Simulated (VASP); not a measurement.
# SnO (P4/nmm) in VASP: notebook

Aim: see how the results for SnO move with the level of theory and the settings. Levels: PBE, r2SCAN+D3(BJ), PBEsol. Tasks: single point.

Program: VASP 6.6.1. These are calculated values, not measurements. Logs are shortened: lines on timing, memory, paths and dates and some standing lists are left out, and cuts for length are marked.

### Step 1. The cell of the first run

Symmetry: P4/nmm, No. 129, tetragonal system. The conventional cell has a = 3.868 Å, b = 3.868 Å, c = 5.067 Å, α = 90.00°, β = 90.00°, γ = 90.00°. Within 3.0 Å of Sn (site symmetry 4mm) lie 4 O at 2.25 Å. Within 3.0 Å of O (site symmetry -4m2) lie 4 Sn at 2.25 Å and 4 O at 2.74 Å.

### Step 2. Single point, PBE

File INCAR:

```
SYSTEM = SnO
ALGO     = Normal         ! electronic algorithm
EDIFF    = 1E-6           ! SCF threshold, eV
ENCUT    = 520            ! plane-wave cutoff, eV
GGA      = PE             ! functional
ISIF     = 2              ! what is computed and relaxed
ISMEAR   = -1             ! smearing method
LASPH    = .True.         ! aspherical terms in the spheres
LCHARG   = .False.        ! write CHGCAR
LREAL    = .False.        ! projectors in reciprocal space
LWAVE    = .False.        ! write WAVECAR
NBANDS   = 28             ! bands
NELM     = 80             ! most SCF steps
PREC     = Accurate       ! precision mode
SIGMA    = 0.05           ! smearing width, eV
```

File KPOINTS:

```
k-points
0
Gamma
  7 7 6
  0 0 0
```

File POSCAR:

```
SnO
1.0
    3.8682795720      0.0000000000      0.0000000000
    0.0000000000      3.8682795720      0.0000000000
    0.0000000000      0.0000000000      5.0665285968
Sn O
2 2
Direct
    0.5000000000      0.0000000000      0.7712320513
    0.0000000000      0.5000000000      0.2287679487
    0.0000000000      0.0000000000      0.0000000000
    0.5000000000      0.5000000000      0.0000000000
```

Potentials or basis: VASP PAW PBE potentials, release 64 (Sn_d, O).

On the command line:

```bash
> cat potpaw_PBE.64/Sn_d/POTCAR potpaw_PBE.64/O/POTCAR > POTCAR
> mpirun -np 1 vasp_std > vasp.out
```

OUTCAR:

```text
SYSTEM = SnO
   EDIFF = 1E-6
   ENCUT = 520
   GGA = PE
   ISIF = 2
   ISMEAR = -1
   LASPH = .True.
   LREAL = .False.
   NELM = 80
   PREC = Accurate

 ion  position               nearest neighbor table
   1  0.500  0.000  0.771-   3 2.25   4 2.25   4 2.25   3 2.25   2 3.59   2 3.59   2 3.59   2 3.59

   2  0.000  0.500  0.229-   3 2.25   4 2.25   3 2.25   4 2.25   1 3.59   1 3.59   1 3.59   1 3.59

   3  0.000  0.000  0.000-   1 2.25   2 2.25   2 2.25   1 2.25
   4  0.500  0.500  0.000-   1 2.25   2 2.25   1 2.25   2 2.25

  LATTYP: Found a simple tetragonal cell.
 ALAT       =     3.8682795720
 C/A-ratio  =     1.3097627776

  Lattice vectors:

 A1 = (   3.8682795720,   0.0000000000,   0.0000000000)
 A2 = (   0.0000000000,   3.8682795720,   0.0000000000)
 A3 = (   0.0000000000,   0.0000000000,   5.0665285968)

Analysis of symmetry for initial positions (statically):
=====================================================================
 Subroutine PRICEL returns:
 Original cell was already a primitive cell.

 Routine SETGRP: Setting up the symmetry group for a
 simple tetragonal supercell.

 Subroutine GETGRP returns: Found 16 space group operations
 (whereof  8 operations were pure point group operations)
 out of a pool of 16 trial point group operations.

The static configuration has the point symmetry D_2d.
 The point group associated with its full space group is D_4h.

Analysis of symmetry for dynamics (positions and initial velocities):
=====================================================================
 Subroutine PRICEL returns:
 Original cell was already a primitive cell.

 Routine SETGRP: Setting up the symmetry group for a
 simple tetragonal supercell.

 Subroutine GETGRP returns: Found 16 space group operations
 (whereof  8 operations were pure point group operations)
 out of a pool of 16 trial point group operations.

The dynamic configuration has the point symmetry D_2d.
 The point group associated with its full space group is D_4h.

 Subroutine INISYM returns: Found 16 space group operations
 (whereof  8 operations are pure point group operations),
 and found     1 'primitive' translations

----------------------------------------------------------------------------------------

                                     Primitive cell

  volume of cell :      75.8134
[... 90 lines left out ...]
   LASPH  =      T    aspherical Exc in radial PAW
   ENCUT  =  520.0 eV  38.22 Ry    6.18 a.u.   7.19  7.19  9.42*2*pi/ulx,y,z
   NELM   =     80;   NELMIN=  2; NELMDL= -5     # of ELM steps
   EDIFF  = 0.1E-05   stopping-criterion for ELM
   LREAL  =      F    real-space projection
   EDIFFG = 0.1E-04   stopping-criterion for IOM
   NSW    =      0    number of steps for IOM
   IBRION =     -1    ionic relax: 0-MD 1-quasi-New 2-CG
   NFREE  =      0    steps in history (QN), initial steepest desc. (CG)
   ISIF   =      2    stress and relaxation
   ISYM   =      2    0-nonsym 1-usesym 2-fastsym
   POTIM  = 0.5000    time-step for ionic-motion
   TEBEG  =    0.0;   TEEND  =   0.0 temperature during run
   PSTRESS=    0.0 pullay stress
   NELECT =      40.0000    total number of electrons
   NUPDOWN=      -1.0000    fix difference up-down
   EMIN   =  10.00;   EMAX   =-10.00  energy-range for DOS
   EFERMI =   0.00;   METHOD = LEGACY
   ISMEAR =    -1;   SIGMA  =   0.05  broadening in eV -4-tet -1-fermi 0-gaus
   EFERMI_NEDOS =   21; number of points for ismear=-14 and -15
   IALGO  =     38    algorithm
   IMIX   =      4    mixing-type and parameters
     AMIX     =   0.40;   BMIX     =  1.00
     AMIX_MAG =   1.60;   BMIX_MAG =  1.00
  volume/ion in A,a.u.               =      18.95       127.90
  Fermi-wavevector in a.u.,A,eV,Ry     =   1.322857  2.499836 23.809509  1.749950
  Thomas-Fermi vector in A             =   2.452507
   LORBIT       =      0    0 simple, 1 ext, 2 COOP (PROOUT), +10 PAW based schemes
   GGA     = PE    functional components
   LHFCALC =     F    Hartree Fock is set to
   AEXX    =    0.0000 exact exchange contribution
   IVDW    =     0    specifies the selected vdW correction
   LEPSILON=     F    determine dielectric tensor
   LRPA    =     F    only Hartree local field effects (RPA)
 non-spin polarized calculation
  energy-cutoff  :      520.00
  volume of cell :       75.81
 maximum number of plane-waves:      2060
 NGX is ok and might be reduce to    30
   NGX = 15   NGY = 15   NGZ = 19

 number of electron      39.9999994 magnetization

 Free energy of the ion-electron system (eV)
  ---------------------------------------------------
  ext. energy  EPLUGINS =         0.00000000
  ---------------------------------------------------
  free energy    TOTEN  =       -22.72599817 eV

  energy without entropy =      -22.72598089  energy(sigma->0) =      -22.72598953

 E-fermi :   6.4939     XC(G=0):  -9.8221

 val. band max:        6.1330407080   @ k =   0.0000   0.0000   0.0000
 cond. band min:       6.8551472403   @ k =   0.4286   0.4286   0.0000
 fundamental gap:      0.7221065323
 Fermi energy:         6.4939463076

 k-point     1 :       0.0000    0.0000    0.0000
  band No.  band energies     occupation
      1     -15.6079      2.00000
      2     -15.2439      2.00000
      3     -15.2390      2.00000
      4     -15.2390      2.00000
      5     -15.2097      2.00000
      6     -15.1951      2.00000
[... 733 lines left out ...]
     27      15.0112      0.00000
     28      15.8726      0.00000

 [... further k-points ...]

------------------------ aborting loop because EDIFF is reached ----------------------------------------

  FORCE on cell =-STRESS in cart. coord.  units (eV):
  Direction    XX          YY          ZZ          XY          YZ          ZX
  --------------------------------------------------------------------------------------
  -------------------------------------------------------------------------------------
  Total        0.0815007      0.0815007      0.1057723      0.0000000     -0.0000000      0.0000000
  in kB        1.7223674      1.7223674      2.2353035      0.0000000     -0.0000000      0.0000000
  external PRESSURE =       1.8933461 kB  Pullay stress =       0.0000000 kB

 VOLUME and BASIS-vectors are now :
 -----------------------------------------------------------------------------
  energy-cutoff  :      520.00
  volume of cell :       75.81
      direct lattice vectors                 reciprocal lattice vectors
     3.868279572  0.000000000  0.000000000     0.258512856  0.000000000  0.000000000
     0.000000000  3.868279572  0.000000000     0.000000000  0.258512856  0.000000000
     0.000000000  0.000000000  5.066528597     0.000000000  0.000000000  0.197373800

 POSITION                                       TOTAL-FORCE (eV/Angst)
 -----------------------------------------------------------------------------------
      1.93414      0.00000      3.90747         0.000000      0.000000     -0.076469
      0.00000      1.93414      1.15906         0.000000      0.000000      0.076469
      0.00000      0.00000      0.00000        -0.000000     -0.000000     -0.000000
      1.93414      1.93414      0.00000         0.000000      0.000000     -0.000000
 -----------------------------------------------------------------------------------
    total drift:                                0.000000      0.000000      0.000000

  FREE ENERGIE OF THE ION-ELECTRON SYSTEM (eV)
  ---------------------------------------------------
  free  energy   TOTEN  =       -22.7259981663 eV

  energy  without entropy=      -22.7259808947  energy(sigma->0) =      -22.72598953
```

OSZICAR:

```text
N       E                     dE             d eps       ncg     rms          rms(c)
DAV:   1     0.415538110721E+03    0.41554E+03   -0.19878E+04  2344   0.210E+03
DAV:   2     0.385905898146E+02   -0.37695E+03   -0.36222E+03  2292   0.539E+02
DAV:   3    -0.234795518588E+02   -0.62070E+02   -0.60869E+02  2600   0.181E+02
DAV:   4    -0.264723343138E+02   -0.29928E+01   -0.29803E+01  2528   0.432E+01
DAV:   5    -0.265446811772E+02   -0.72347E-01   -0.72327E-01  2484   0.724E+00    0.117E+01
DAV:   6    -0.227801971287E+02    0.37645E+01   -0.18176E+01  3608   0.456E+01    0.510E+00
DAV:   7    -0.227468735571E+02    0.33324E-01   -0.22522E+00  2664   0.878E+00    0.251E+00
DAV:   8    -0.227325767084E+02    0.14297E-01   -0.31172E-01  2712   0.366E+00    0.815E-01
DAV:   9    -0.227248788643E+02    0.76978E-02   -0.51308E-02  3584   0.215E+00    0.250E-01
DAV:  10    -0.227264713957E+02   -0.15925E-02   -0.86219E-03  2964   0.806E-01    0.166E-01
DAV:  11    -0.227259635376E+02    0.50786E-03   -0.28720E-03  3396   0.463E-01    0.249E-02
DAV:  12    -0.227260012981E+02   -0.37761E-04   -0.31882E-04  2308   0.107E-01    0.331E-02
DAV:  13    -0.227259981164E+02    0.31817E-05   -0.42523E-05  2904   0.555E-02    0.237E-03
DAV:  14    -0.227259981663E+02   -0.49862E-07   -0.33096E-06  2416   0.122E-02
   1 F= -.22725998E+02 E0= -.22725990E+02  d E =-.172716E-04
```

Run time: 46 s. Hardware: 1 thread of AMD EPYC 9R45 (Zen 5), shared host; peak memory 0.19 GiB.

Results:

```
Free energy            : -22.7260 eV
Pressure               : 0.2 GPa
Largest force          : 0.076 eV/Å
Band gap on the k mesh : 0.72 eV (least direct gap 1.91 eV)
```

Forces in eV/Å, atoms in the order of the input:
```
Sn   0.000  0.000 -0.076
Sn   0.000  0.000  0.076
O    0.000  0.000  0.000
O    0.000  0.000  0.000
```

Caveat: spin-orbit coupling is left out, which moves the levels of the heavy elements; an odd mesh through Γ misses points on the zone boundary, where band edges can lie.

### Step 3. Single point, r2SCAN+D3(BJ)

This run uses another cell than the first one, of 16.70 Å³/atom.

File POSCAR:

```
SnO
1.0
    3.7358428604      0.0000000000      0.0000000000
    0.0000000000      3.7358428604      0.0000000000
    0.0000000000      0.0000000000      4.7871523832
Sn O
2 2
Direct
    0.5000000000      0.0000000000      0.7646261400
    0.0000000000      0.5000000000      0.2353738600
    0.0000000000      0.0000000000      0.0000000000
    0.5000000000      0.5000000000      0.0000000000
```

File INCAR.step1:

```
SYSTEM = SnO
ALGO = Normal
EDIFF = 1E-4
ENCUT = 520
GGA = PE
ISMEAR = -1
LASPH = .TRUE.
LCHARG = .FALSE.
LREAL = .FALSE.
LWAVE = .TRUE.
NBANDS = 28
NELM = 60
PREC = Accurate
SIGMA = 0.05
```

File INCAR.step2:

```
SYSTEM = SnO
ALGO = Normal
EDIFF = 1E-6
ENCUT = 520
ISIF = 2
ISMEAR = -1
ISTART = 1
IVDW = 12
LASPH = .TRUE.
LCHARG = .FALSE.
LMIXTAU = .TRUE.
LREAL = .FALSE.
LWAVE = .FALSE.
METAGGA = R2SCAN
NBANDS = 28
NELM = 60
PREC = Accurate
SIGMA = 0.05
VDW_A1 = 0.49484001
VDW_A2 = 5.73083694
VDW_S6 = 1.0
VDW_S8 = 0.78981345
```

File KPOINTS:

```
k-points
0
G
  7 7 6
  0 0 0
```

Potentials or basis: VASP PAW PBE potentials, release 64 (Sn_d, O).

On the command line:

```bash
> cat potpaw_PBE.64/Sn_d/POTCAR potpaw_PBE.64/O/POTCAR > POTCAR
> cp INCAR.step1 INCAR
> mpirun -np 1 vasp_std > vasp.out
> cp INCAR.step2 INCAR
> mpirun -np 1 vasp_std > vasp.out
```

It took 2.4 min on 1 thread of AMD EPYC 9R45 (Zen 5), shared host; peak memory 0.19 GiB.

Results (log left out):

```yaml
Free_energy: -67.2733 eV
Pressure: 5.9 GPa
Largest_force: 0.980 eV/Å
Band_gap_on_the_k_mesh: 0.24 eV (least direct gap 2.33 eV)
Dispersion_energy_per_atom: -0.116 eV
```

Forces in eV/Å, atoms in the order of the input:
```
Sn   0.000  0.000 -0.980
Sn   0.000  0.000  0.980
O    0.000  0.000  0.000
O    0.000  0.000  0.000
```

Stress tensor (GPa, compression positive):
```
6.52 0.00 0.00
0.00 6.52 0.00
0.00 0.00 4.75
```

Levels at points of the mesh, in eV from the valence-band top:
| k point | band 18 | band 19 | band 20 | band 21 | band 22 | band 23 |
| --- | --- | --- | --- | --- | --- | --- |
| (0.00, 0.00, 0.00) | -4.07 | -4.07 | 0.00 | 2.45 | 4.41 | 4.89 |
| (0.00, 0.00, 0.50) | -4.08 | -3.03 | -2.92 | 1.85 | 3.03 | 3.03 |

Caveat: the cell stands under pressure; the PAW data sets were made with another functional, which shifts forces and pressure a little; spin-orbit coupling is left out, which moves the levels of the heavy elements; an odd mesh through Γ misses points on the zone boundary, where band edges can lie.

### Step 4. Single point, PBEsol

This run uses another cell than the first one, of 12.70 Å³/atom.

File INCAR:

```
SYSTEM = SnO
  ALGO = Normal
  EDIFF = 1E-7
  ENCUT = 520
  GGA = PS
  ISIF = 2
  ISMEAR = -1
  LASPH = .TRUE.
  LCHARG = .FALSE.
  LREAL = .FALSE.
  LWAVE = .FALSE.
  NBANDS = 28
  NELM = 60
  PREC = Accurate
  SIGMA = 0.05
```

KPOINTS is that of step 3.

File POSCAR:

```
SnO
1.0
    3.5568660057      0.0000000000      0.0000000000
    0.0000000000      3.5568660057      0.0000000000
    0.0000000000      0.0000000000      4.0156383552
Sn O
2 2
Direct
    0.5000000000      0.0000000000      0.7097506857
    0.0000000000      0.5000000000      0.2902493143
    0.0000000000      0.0000000000      0.0000000000
    0.5000000000      0.5000000000      0.0000000000
```

Potentials or basis: VASP PAW PBE potentials, release 64 (Sn_d, O).

On the command line:

```bash
> cat potpaw_PBE.64/Sn_d/POTCAR potpaw_PBE.64/O/POTCAR > POTCAR
> mpirun -np 1 vasp_std > vasp.out
```

OUTCAR:

```text
SYSTEM = SnO
   EDIFF = 1E-7
   ENCUT = 520
   GGA = PS
   ISIF = 2
   ISMEAR = -1
   LASPH = .TRUE.
   LREAL = .FALSE.
   NELM = 60
   PREC = Accurate

 ion  position               nearest neighbor table
   1  0.500  0.000  0.710-   3 2.13   4 2.13   4 2.13   3 2.13   2 3.03   2 3.03   2 3.03   2 3.03
                             2 3.43   2 3.43   2 3.43   2 3.43
   2  0.000  0.500  0.290-   3 2.13   4 2.13   3 2.13   4 2.13   1 3.03   1 3.03   1 3.03   1 3.03
                             1 3.43   1 3.43   1 3.43   1 3.43
   3  0.000  0.000  0.000-   1 2.13   2 2.13   2 2.13   1 2.13
   4  0.500  0.500  0.000-   1 2.13   2 2.13   1 2.13   2 2.13

  LATTYP: Found a simple tetragonal cell.
 ALAT       =     3.5568660057
 C/A-ratio  =     1.1289821851

  Lattice vectors:

 A1 = (   3.5568660057,   0.0000000000,   0.0000000000)
 A2 = (   0.0000000000,   3.5568660057,   0.0000000000)
 A3 = (   0.0000000000,   0.0000000000,   4.0156383552)

Analysis of symmetry for initial positions (statically):
=====================================================================
 Subroutine PRICEL returns:
 Original cell was already a primitive cell.

 Routine SETGRP: Setting up the symmetry group for a
[... 176 lines left out ...]
 val. band max:       11.5132936495   @ k =   0.4286   0.4286   0.1667
 cond. band min:      11.6691679506   @ k =   0.1429   0.0000   0.1667
 fundamental gap:      0.1558743011
 Fermi energy:        11.5366019890

 k-point     1 :       0.0000    0.0000    0.0000
  band No.  band energies     occupation
      1     -11.2778      2.00000
      2     -10.5807      2.00000
      3     -10.5807      2.00000
      4     -10.5149      2.00000
      5     -10.5066      2.00000
      6     -10.4813      2.00000
[... 733 lines left out ...]
     27      21.9900      0.00000
     28      22.6378      0.00000

 [... further k-points ...]

------------------------ aborting loop because EDIFF is reached ----------------------------------------

  FORCE on cell =-STRESS in cart. coord.  units (eV):
  Direction    XX          YY          ZZ          XY          YZ          ZX
  --------------------------------------------------------------------------------------
  -------------------------------------------------------------------------------------
  Total        9.6676825      9.6676825      9.7065404      0.0000000      0.0000000      0.0000000
  in kB      304.8901255    304.8901255    306.1155897      0.0000000      0.0000000      0.0000000
  external PRESSURE =     305.2986136 kB  Pullay stress =       0.0000000 kB

 VOLUME and BASIS-vectors are now :
 -----------------------------------------------------------------------------
  energy-cutoff  :      520.00
  volume of cell :       50.80
      direct lattice vectors                 reciprocal lattice vectors
     3.556866006  0.000000000  0.000000000     0.281146380  0.000000000  0.000000000
     0.000000000  3.556866006  0.000000000     0.000000000  0.281146380  0.000000000
     0.000000000  0.000000000  4.015638355     0.000000000  0.000000000  0.249026409

 POSITION                                       TOTAL-FORCE (eV/Angst)
 -----------------------------------------------------------------------------------
      1.77843      0.00000      2.85010         0.000000      0.000000     -0.111410
      0.00000      1.77843      1.16554        -0.000000      0.000000      0.111410
      0.00000      0.00000      0.00000         0.000000     -0.000000      0.000000
      1.77843      1.77843      0.00000         0.000000      0.000000      0.000000
 -----------------------------------------------------------------------------------
    total drift:                                0.000000      0.000000     -0.000000

  FREE ENERGIE OF THE ION-ELECTRON SYSTEM (eV)
  ---------------------------------------------------
  free  energy   TOTEN  =       -23.0519930066 eV

  energy  without entropy=      -23.0480597842  energy(sigma->0) =      -23.05002640
```

stdout:

```text
POSCAR found type information on POSCAR SnO
 POSCAR found :  2 types and       4 ions
 scaLAPACK will be used
 -----------------------------------------------------------------------------
|                                                                             |
|                                                                             |
|     You enforced a specific xc type in the INCAR file but a different       |
|     I HOPE YOU KNOW WHAT YOU ARE DOING!                                     |
|                                                                             |
 -----------------------------------------------------------------------------

 LDA part: xc-table for (Slater+PW92), standard interpolation
 POSCAR, INCAR and KPOINTS ok, starting setup
 FFT: planning ... GRIDC
 FFT: planning ... GRID_SOFT
 FFT: planning ... GRID
 WAVECAR not read
 entering main loop
```

It took 83 s on 1 thread of Intel Xeon 8259CL, shared host; peak memory 0.19 GiB.

What came out:

* Free energy: -23.0520 eV
* Pressure: 30.5 GPa
* Largest force: 0.111 eV/Å
* Band gap on the k mesh: zero (bands 20 and 21 overlap by 1.74 eV)

Forces on the atoms (eV/Å):
```
Sn   0.000  0.000 -0.111
Sn   0.000  0.000  0.111
O    0.000  0.000  0.000
O    0.000  0.000  0.000
```

Caveat: the cell stands under pressure; the PAW data sets were made with another functional, which shifts forces and pressure a little; spin-orbit coupling is left out, which moves the levels of the heavy elements.

(Continued in part 2 of 2.)
